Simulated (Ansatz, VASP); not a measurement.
# Two plane-wave programs on SnGe5

File INCAR:

```
SYSTEM = SnGe5
ALGO = Normal
EDIFF = 1E-7
ENCUT = 520
GGA = PE
ISIF = 2
ISMEAR = -1
LASPH = .True.
LCHARG = .True.
LELF = .True.
LREAL = .False.
LVHAR = .True.
LWAVE = .False.
NBANDS = 51
NELM = 60
PREC = Accurate
SIGMA = 0.02
```

KPOINTS

```
k-points
0
Gamma
  6 6 2
  0 0 0
```

File POSCAR:

```
SnGe5
1.0
    4.1984127535      0.0000000000      0.0000000000
   -2.0992063768      3.6359321001      0.0000000000
    0.0000000000      0.0000000000     10.2137971978
Ge Sn
5 1
Direct
    0.0000000000      0.0000000000     -0.0137062223
    0.6666666667      0.3333333333      0.6658313784
    0.3333333333      0.6666666667      0.3469452632
    0.6666666667      0.3333333333      0.9108861360
    0.3333333333      0.6666666667      0.5907033187
    0.0000000000      0.0000000000      0.2493401259
```

Input for Ansatz:

```yaml
crystal:
  lattice:
    - [4.1984127535, 0.0, 0.0]
    - [-2.0992063768, 3.6359321001, 0.0]
    - [0.0, 0.0, 10.2137971978]
  atoms:
    - { symbol: Ge, position: [0.0, 0.0, -0.0137062223] }
    - { symbol: Ge, position: [0.6666666667, 0.3333333333, 0.6658313784] }
    - { symbol: Ge, position: [0.3333333333, 0.6666666667, 0.3469452632] }
    - { symbol: Ge, position: [0.6666666667, 0.3333333333, 0.910886136] }
    - { symbol: Ge, position: [0.3333333333, 0.6666666667, 0.5907033187] }
    - { symbol: Sn, position: [0.0, 0.0, 0.2493401259] }
kpoints:
  mp_grid: { grid: [6, 6, 2] }
hamiltonian:
  xc: pbe
scf:
  occupations: { method: fermi_dirac, width: 0.02 }
  n_extra_bands: 5
output:
  forces: true
  stress: true
  eigenvalues: true
```

Alike in both runs: task single point; functional PBE; k mesh 6 × 6 × 2; occupations fermi-dirac, width 0.02 eV; no spin polarisation.

```csv
,VASP,Ansatz
version,VASP 6.6.1,Ansatz 0.2.0
potentials or method,"VASP PAW PBE potentials, release 64 (Ge_d, Sn_d)","plane waves, PAW"
plane-wave cutoff (eV),520,420
valence electrons in the cell,84,84
```

```tsv
	VASP	Ansatz	Ansatz less VASP
pressure (GPa)	0.0	0.0	+0.04
```

The functional is the same, so the differences come from potentials, cutoffs and numerics.
